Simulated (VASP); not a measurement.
# Re3F in VASP: a series of runs

The runs below take Re3F through single point, with PBE.

Program: VASP 6.6.1. These are calculated values, not measurements. Logs are shortened: lines on timing, memory, paths and dates and some standing lists are left out, and cuts for length are marked.

## Step 1: The cell of the first run

The typed cell holds 4 atoms: a = 4.306 Å, b = 4.306 Å, c = 4.306 Å, α = 120.01°, β = 120.01°, γ = 89.98°.

## Step 2: Single point, PBE

File INCAR:

```
SYSTEM = Re3F
PREC     = Accurate       ! precision mode
ENCUT    = 520            ! plane-wave cutoff, eV
EDIFF    = 1E-6           ! SCF threshold, eV
ISMEAR   = 0              ! smearing method
SIGMA    = 0.1            ! smearing width, eV
LREAL    = .False.        ! projectors in reciprocal space
LASPH    = .True.         ! aspherical terms in the spheres
NELM     = 60             ! most SCF steps
ALGO     = Normal         ! electronic algorithm
ISIF     = 2              ! what is computed and relaxed
LWAVE    = .False.        ! write WAVECAR
LCHARG   = .False.        ! write CHGCAR
GGA      = PE             ! functional
NBANDS   = 22             ! bands
```

File KPOINTS:

```
regular mesh
0
Gamma
  6 6 6
  0 0 0
```

File POSCAR:

```
Re3F
1.0
   -2.1525203991      2.1525203991      3.0454394499
    2.1525203991     -2.1525203991      3.0454394499
    2.1525203991      2.1525203991     -3.0454394499
Re F
3 1
Direct
    0.5000000000      0.5000000000      0.0000000000
    0.2500000000      0.7500000000      0.5000000000
    0.7500000000      0.2500000000      0.5000000000
    0.0000000000      0.0000000000      0.0000000000
```

Potentials or basis: VASP PAW PBE potentials, release 64 (Re, F).

Launch:

```
cat potpaw_PBE.64/Re/POTCAR potpaw_PBE.64/F/POTCAR > POTCAR
mpirun -np 1 vasp_std > vasp.out
```

OUTCAR:

```text
SYSTEM = Re3F
   PREC = Accurate
   ENCUT = 520
   EDIFF = 1E-6
   ISMEAR = 0
   LREAL = .False.
   LASPH = .True.
   NELM = 60
   ISIF = 2
   GGA = PE

 ion  position               nearest neighbor table
   1  0.500  0.500  0.000-   2 2.64   3 2.64   2 2.64   3 2.64   2 2.64   3 2.64   2 2.64   3 2.64

   2  0.250  0.750  0.500-   4 2.64   1 2.64   1 2.64   4 2.64   1 2.64   4 2.64   4 2.64   1 2.64
                             3 3.04   3 3.04   3 3.04   3 3.04   3 3.05   3 3.05
   3  0.750  0.250  0.500-   1 2.64   4 2.64   1 2.64   4 2.64   1 2.64   4 2.64   1 2.64   4 2.64
                             2 3.04   2 3.04   2 3.04   2 3.04   2 3.05   2 3.05
   4  0.000  0.000  0.000-   3 2.64   2 2.64   2 2.64   3 2.64   2 2.64   3 2.64   3 2.64   2 2.64

  LATTYP: Found a body centered tetragonal cell.
 ALAT       =     4.3050407982
 C/A-ratio  =     1.4148248960

  Lattice vectors:

 A1 = (  -2.1525203991,   2.1525203991,   3.0454394499)
 A2 = (   2.1525203991,  -2.1525203991,   3.0454394499)
 A3 = (   2.1525203991,   2.1525203991,  -3.0454394499)

Analysis of symmetry for initial positions (statically):
=====================================================================
 Subroutine PRICEL returns:
 Original cell was already a primitive cell.

 Routine SETGRP: Setting up the symmetry group for a
 body centered tetragonal supercell.

 Subroutine GETGRP returns: Found 16 space group operations
 (whereof 16 operations were pure point group operations)
 out of a pool of 16 trial point group operations.

The static configuration has the point symmetry D_4h.

Analysis of symmetry for dynamics (positions and initial velocities):
=====================================================================
 Subroutine PRICEL returns:
 Original cell was already a primitive cell.

 Routine SETGRP: Setting up the symmetry group for a
 body centered tetragonal supercell.

 Subroutine GETGRP returns: Found 16 space group operations
 (whereof 16 operations were pure point group operations)
 out of a pool of 16 trial point group operations.

The dynamic configuration has the point symmetry D_4h.

 Subroutine INISYM returns: Found 16 space group operations
 (whereof 16 operations are pure point group operations),
 and found     1 'primitive' translations

----------------------------------------------------------------------------------------

                                     Primitive cell

  volume of cell :      56.4423

  direct lattice vectors                    reciprocal lattice vectors
    -2.152520399  2.152520399  3.045439450     0.000000000  0.232285836  0.164179918
     2.152520399 -2.152520399  3.045439450     0.232285836  0.000000000  0.164179918
     2.152520399  2.152520399 -3.045439450     0.232285836  0.232285836  0.000000000

  length of vectors
     4.305971386  4.305971386  4.305971386     0.284449917  0.284449917  0.328501779

  position of ions in fractional coordinates (direct lattice)
     0.500000000  0.500000000  0.000000000
     0.250000000  0.750000000  0.500000000
     0.750000000  0.250000000  0.500000000
     0.000000000  0.000000000  0.000000000

  ion indices of the primitive-cell ions
   primitive index   ion index
                 1           1
                 2           2
                 3           3
                 4           4

----------------------------------------------------------------------------------------

 KPOINTS: regular mesh

Automatic generation of k-mesh.
 Grid dimensions read from file:
 generate k-points for:    6    6    6

 Generating k-lattice:

  Cartesian coordinates                     Fractional coordinates (reciprocal lattice)
     0.000000000  0.038714306  0.027363320     0.166666667 -0.000000000  0.000000000
     0.038714306  0.000000000  0.027363320    -0.000000000  0.166666667  0.000000000
     0.038714306  0.038714306  0.000000000     0.000000000  0.000000000  0.166666667

  Length of vectors
     0.047408319  0.047408319  0.054750297

  Shift w.r.t. Gamma in fractional coordinates (k-lattice)
     0.000000000  0.000000000  0.000000000

 Subroutine IBZKPT returns following result:
 ===========================================

 Found     30 irreducible k-points:

 Following reciprocal coordinates:
            Coordinates               Weight
  0.000000  0.000000  0.000000      1.000000
  0.166667  0.000000  0.000000      8.000000
  0.333333  0.000000  0.000000      8.000000
  0.500000  0.000000  0.000000      4.000000
  0.166667  0.166667  0.000000      8.000000
  0.333333  0.166667  0.000000     16.000000
[... 16 lines left out ...]
 -0.333333 -0.333333  0.166667      8.000000
 -0.166667 -0.333333  0.166667      8.000000
 [... further k-points ...]
   k-points           NKPTS =     30   k-points in BZ     NKDIM =     30   number of bands    NBANDS=     22
   number of dos      NEDOS =    301   number of ions     NIONS =      4
   total plane-waves  NPLWV =  32768
   dimension x,y,z NGX =    32 NGY =   32 NGZ =   32
   dimension x,y,z NGXF=    64 NGYF=   64 NGZF=   64
   ions per type =               3   1
   NGX,Y,Z   is equivalent  to a cutoff of  12.35, 12.35, 12.35 a.u.
   NGXF,Y,Z  is equivalent  to a cutoff of  24.71, 24.71, 24.71 a.u.
 SYSTEM =  Re3F
   PREC   = accura    normal or accurate (medium, high low for compatibility)
   ISTART =      0    job   : 0-new  1-cont  2-samecut
   ICHARG =      2    charge: 1-file 2-atom 10-const
   ISPIN  =      1    spin polarized calculation?
   LNONCOLLINEAR =      F non collinear calculations
   LSORBIT =      F    spin-orbit coupling
   LASPH  =      T    aspherical Exc in radial PAW
   ENCUT  =  520.0 eV  38.22 Ry    6.18 a.u.   8.01  8.01  8.01*2*pi/ulx,y,z
   NELM   =     60;   NELMIN=  2; NELMDL= -5     # of ELM steps
   EDIFF  = 0.1E-05   stopping-criterion for ELM
   LREAL  =      F    real-space projection
   EDIFFG = 0.1E-04   stopping-criterion for IOM
   NSW    =      0    number of steps for IOM
   IBRION =     -1    ionic relax: 0-MD 1-quasi-New 2-CG
   NFREE  =      0    steps in history (QN), initial steepest desc. (CG)
   ISIF   =      2    stress and relaxation
   ISYM   =      2    0-nonsym 1-usesym 2-fastsym
   POTIM  = 0.5000    time-step for ionic-motion
   TEBEG  =    0.0;   TEEND  =   0.0 temperature during run
   PSTRESS=    0.0 pullay stress
   NELECT =      28.0000    total number of electrons
   NUPDOWN=      -1.0000    fix difference up-down
   EMIN   =  10.00;   EMAX   =-10.00  energy-range for DOS
   EFERMI =   0.00;   METHOD = LEGACY
   ISMEAR =     0;   SIGMA  =   0.10  broadening in eV -4-tet -1-fermi 0-gaus
   EFERMI_NEDOS =   21; number of points for ismear=-14 and -15
   IALGO  =     38    algorithm
   IMIX   =      4    mixing-type and parameters
     AMIX     =   0.40;   BMIX     =  1.00
     AMIX_MAG =   1.60;   BMIX_MAG =  1.00
  volume/ion in A,a.u.               =      14.11        95.22
  Fermi-wavevector in a.u.,A,eV,Ry     =   1.295963  2.449015 22.851265  1.679521
  Thomas-Fermi vector in A             =   2.427450
   LORBIT       =      0    0 simple, 1 ext, 2 COOP (PROOUT), +10 PAW based schemes
   GGA     = PE    functional components
   LHFCALC =     F    Hartree Fock is set to
   AEXX    =    0.0000 exact exchange contribution
   IVDW    =     0    specifies the selected vdW correction
   LEPSILON=     F    determine dielectric tensor
   LRPA    =     F    only Hartree local field effects (RPA)
 non-spin polarized calculation
 Gauss-broadening in eV      SIGMA  =   0.10
  energy-cutoff  :      520.00
  volume of cell :       56.44
 maximum number of plane-waves:      1536
   NGX = 17   NGY = 17   NGZ = 17

 number of electron      28.0000004 magnetization

 Free energy of the ion-electron system (eV)
  ---------------------------------------------------
  ext. energy  EPLUGINS =         0.00000000
  ---------------------------------------------------
  free energy    TOTEN  =       -37.51540296 eV

  energy without entropy =      -37.48798979  energy(sigma->0) =      -37.50169638

 E-fermi :   6.4803     XC(G=0): -12.9246

 val. band max:        6.4559359257   @ k =  -0.3333  -0.3333   0.1667
 cond. band min:       6.5166367201   @ k =   0.5000   0.1667  -0.0000
 fundamental gap:      0.0607007944
 Fermi energy:         6.4802759553

 k-point     1 :       0.0000    0.0000    0.0000
  band No.  band energies     occupation
      1     -17.1754      2.00000
      2      -1.0554      2.00000
      3       0.1151      2.00000
      4       0.1158      2.00000
      5       0.1158      2.00000
      6       1.5030      2.00000
[... 14 lines left out ...]
     21      15.1097      0.00000
     22      16.8611      0.00000

 k-point     2 :       0.1667    0.0000    0.0000
  band No.  band energies     occupation
      1     -17.1632      2.00000
      2      -1.2452      2.00000
      3       0.0434      2.00000
      4       0.0437      2.00000
      5       0.9541      2.00000
      6       1.9745      2.00000
[... 14 lines left out ...]
     21      13.5083      0.00000
     22      16.1507      0.00000

 k-point     3 :       0.3333    0.0000    0.0000
  band No.  band energies     occupation
      1     -17.1391      2.00000
      2      -1.1504      2.00000
      3       0.0263      2.00000
      4       0.0265      2.00000
      5       2.3621      2.00000
      6       2.7771      2.00000
[... 14 lines left out ...]
     21      11.2984      0.00000
     22      15.5490      0.00000

 k-point     4 :       0.5000    0.0000    0.0000
  band No.  band energies     occupation
      1     -17.1278      2.00000
      2      -1.0362      2.00000
      3       0.0537      2.00000
      4       0.0539      2.00000
      5       2.6240      2.00000
      6       2.9466      2.00000
[... 14 lines left out ...]
     21      10.9930      0.00000
     22      15.3617      0.00000

 k-point     5 :       0.1667    0.1667    0.0000
  band No.  band energies     occupation
      1     -17.1476      2.00000
      2      -1.2394      2.00000
      3      -0.0757      2.00000
      4       0.3091      2.00000
      5       1.6173      2.00000
      6       2.2491      2.00000
[... 14 lines left out ...]
     21      12.7890      0.00000
     22      12.9328      0.00000

 k-point     6 :       0.3333    0.1667    0.0000
  band No.  band energies     occupation
      1     -17.1299      2.00000
      2      -0.9240      2.00000
      3       0.0342      2.00000
      4       0.1140      2.00000
      5       2.3173      2.00000
      6       2.4076      2.00000
[... 14 lines left out ...]
     21      11.0237      0.00000
     22      13.0640      0.00000

 k-point     7 :       0.5000    0.1667   -0.0000
  band No.  band energies     occupation
      1     -17.1267      2.00000
      2      -0.8878      2.00000
      3      -0.0090      2.00000
      4       0.2055      2.00000
      5       2.2868      2.00000
      6       2.5267      2.00000
[... 324 lines left out ...]
      6       2.0496      2.00000
[... 14 lines left out ...]
     21      10.3065      0.00000
     22      10.8357      0.00000

 k-point    21 :      -0.3333    0.5000    0.1667
  band No.  band energies     occupation
      1     -17.1225      2.00000
      2      -0.5240      2.00000
      3      -0.2056      2.00000
      4       0.3157      2.00000
      5       2.0043      2.00000
      6       2.3797      2.00000
[... 14 lines left out ...]
     21      10.5001      0.00000
     22      12.1260      0.00000

 k-point    22 :      -0.1667    0.5000    0.1667
  band No.  band energies     occupation
      1     -17.1267      2.00000
      2      -0.8880      2.00000
      3      -0.0093      2.00000
      4       0.2057      2.00000
      5       2.2875      2.00000
      6       2.5267      2.00000
[... 14 lines left out ...]
     21      10.7956      0.00000
     22      13.7527      0.00000

 k-point    23 :      -0.3333   -0.3333    0.1667
  band No.  band energies     occupation
      1     -17.1282      2.00000
      2      -0.9593      2.00000
      3       0.2003      2.00000
      4       0.2546      2.00000
      5       2.2219      2.00000
      6       2.3186      2.00000
[... 14 lines left out ...]
     21      11.1653      0.00000
     22      11.9299      0.00000

 k-point    24 :      -0.1667   -0.3333    0.1667
  band No.  band energies     occupation
      1     -17.1409      2.00000
      2      -1.2749      2.00000
      3       0.1787      2.00000
      4       0.2833      2.00000
      5       2.0305      2.00000
      6       2.4157      2.00000
[... 14 lines left out ...]
     21      11.8112      0.00000
     22      13.7846      0.00000

 [... further k-points ...]

------------------------ aborting loop because EDIFF is reached ----------------------------------------

  FORCE on cell =-STRESS in cart. coord.  units (eV):
  Direction    XX          YY          ZZ          XY          YZ          ZX
  --------------------------------------------------------------------------------------
  -------------------------------------------------------------------------------------
  Total       -0.3090627     -0.3090627     -0.3363248      0.0000000      0.0000000      0.0000000
  in kB       -8.7730929     -8.7730929     -9.5469572      0.0000000      0.0000000      0.0000000
  external PRESSURE =      -9.0310477 kB  Pullay stress =       0.0000000 kB

 VOLUME and BASIS-vectors are now :
 -----------------------------------------------------------------------------
  energy-cutoff  :      520.00
  volume of cell :       56.44
      direct lattice vectors                 reciprocal lattice vectors
    -2.152520399  2.152520399  3.045439450     0.000000000  0.232285836  0.164179918
     2.152520399 -2.152520399  3.045439450     0.232285836  0.000000000  0.164179918
     2.152520399  2.152520399 -3.045439450     0.232285836  0.232285836  0.000000000

 POSITION                                       TOTAL-FORCE (eV/Angst)
 -----------------------------------------------------------------------------------
      0.00000      0.00000      3.04544        -0.000000     -0.000000      0.000000
      2.15252      0.00000      1.52272         0.000000     -0.000000      0.000000
      0.00000      2.15252      1.52272        -0.000000      0.000000     -0.000000
      0.00000      0.00000      0.00000        -0.000000     -0.000000      0.000000
 -----------------------------------------------------------------------------------
    total drift:                                0.000000     -0.000000     -0.000000

  FREE ENERGIE OF THE ION-ELECTRON SYSTEM (eV)
  ---------------------------------------------------
  free  energy   TOTEN  =       -37.5154029620 eV

  energy  without entropy=      -37.4879897934  energy(sigma->0) =      -37.50169638
```

It took 24 s on 1 thread of Intel Xeon Platinum 8488C (Sapphire Rapids), shared host; peak memory 0.18 GiB.

Results:

```
Free energy            : -37.5154 eV
Pressure               : -0.9 GPa
Band gap on the k mesh : zero (band 14 reaches 8.32 eV, above the bottom of band 15 at 5.61 eV)
```

Caveat: spin-orbit coupling is left out, which moves the levels of the heavy elements.

## Step 3: Single point, PBE

File INCAR:

```
PREC = Accurate ; ENCUT = 520
EDIFF = 1E-6 ; ISMEAR = 0
SIGMA = 0.1 ; LREAL = False
LASPH = True ; NELM = 60
ALGO = Normal ; ISIF = 2
LWAVE = False ; LCHARG = False
GGA = PE ; NBANDS = 22
```

File KPOINTS:

```
regular mesh
0
Gamma
  14 14 14
```

File POSCAR:

```
Re3F
1.0
    0.0000000000      3.0445621778      3.0445621778
    3.0445621778      0.0000000000      3.0445621778
    3.0445621778      3.0445621778      0.0000000000
Re F
3 1
Direct
    0.5000000000      0.5000000000      0.5000000000
    0.2500000000      0.2500000000      0.2500000000
    0.7500000000      0.7500000000      0.7500000000
    0.0000000000      0.0000000000      0.0000000000
```

Potentials or basis: VASP PAW PBE potentials, release 64 (Re, F).

Launch:

```
cat potpaw_PBE.64/Re/POTCAR potpaw_PBE.64/F/POTCAR > POTCAR
mpirun -np 1 vasp_std > vasp.out
```

Run time: 85 s. Hardware: 1 thread of Intel Xeon Platinum 8488C (Sapphire Rapids), shared host; peak memory 0.25 GiB.

The run converged. Its results:

```yaml
Free_energy: -37.5581 eV
Pressure: -1.2 GPa
Band_gap_on_the_k_mesh: zero (band 14 reaches 8.32 eV, above the bottom of band 15 at 5.60 eV)
```

Levels at points of the mesh, in eV from the Fermi level:
| k point | band 12 | band 13 | band 14 | band 15 | band 16 | band 17 |
| --- | --- | --- | --- | --- | --- | --- |
| (0.00, 0.00, 0.00) | -1.13 | -1.13 | 1.83 | 1.83 | 1.83 | 2.12 |
| (0.50, 0.00, 0.00) | -1.71 | -1.71 | -0.88 | -0.88 | -0.63 | 1.84 |
| (0.50, 0.50, 0.00) | -0.92 | -0.53 | -0.53 | 1.02 | 1.42 | 2.45 |

Caveat: spin-orbit coupling is left out, which moves the levels of the heavy elements.
